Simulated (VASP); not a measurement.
Write the native input for VASP 6.6.1 that does the following.

| Quantity | Value |
| --- | --- |
| Task | single point |
| Functional | LDA |
| Potentials or basis | VASP PAW LDA potentials, release 64 (Sb) |
| Cutoff | 520 eV |
| k mesh | 13 × 13 × 13 |
| Occupations | fermi-dirac, width 0.05 eV |
| Spin | no spin polarisation |
| Dipole correction | no |
| Further INCAR settings | ALGO = Normal; EDIFF = 1e-06; NBANDS = 8 |

The structure of Sb lies in POSCAR:

```
Sb
1.0
    3.1600000000      0.0000000000      0.0000000000
    0.0000000000      3.1600000000      0.0000000000
    0.0000000000      0.0000000000      3.1600000000
Sb
1
Direct
    0.0000000000      0.0000000000      0.0000000000
```

This isn't the form of Sb at room conditions, which is rhombohedral.

One way to write it, as run:

INCAR

```
SYSTEM = Sb
PREC = Accurate
ENCUT = 520
EDIFF = 1E-6
ISMEAR = -1
SIGMA = 0.05
LREAL = .False.
LASPH = .True.
NELM = 100
ALGO = Normal
ISIF = 2
LWAVE = .False.
LCHARG = .False.
GGA = CA
NBANDS = 8
```

KPOINTS

```
Automatic mesh
0
Gamma
  13 13 13
  0 0 0
```

Potentials or basis: VASP PAW LDA potentials, release 64 (Sb).

Run with:

```console
$ cat potpaw_LDA.64/Sb/POTCAR > POTCAR
$ mpirun -np 1 vasp_std > vasp.out
```

It gave:

The pressure is -5.8 GPa and the band gap on the k mesh is zero (an odd number of electrons rules out a gap without spin polarisation).

Caveat: the cell stands under tension; spin-orbit coupling is left out, which moves the levels of the heavy elements.

Run time: 3.5 s on 1 thread of Intel(R) Xeon(R) 6975P-C (Granite Rapids), on a shared host, peak memory 0.13 GiB.
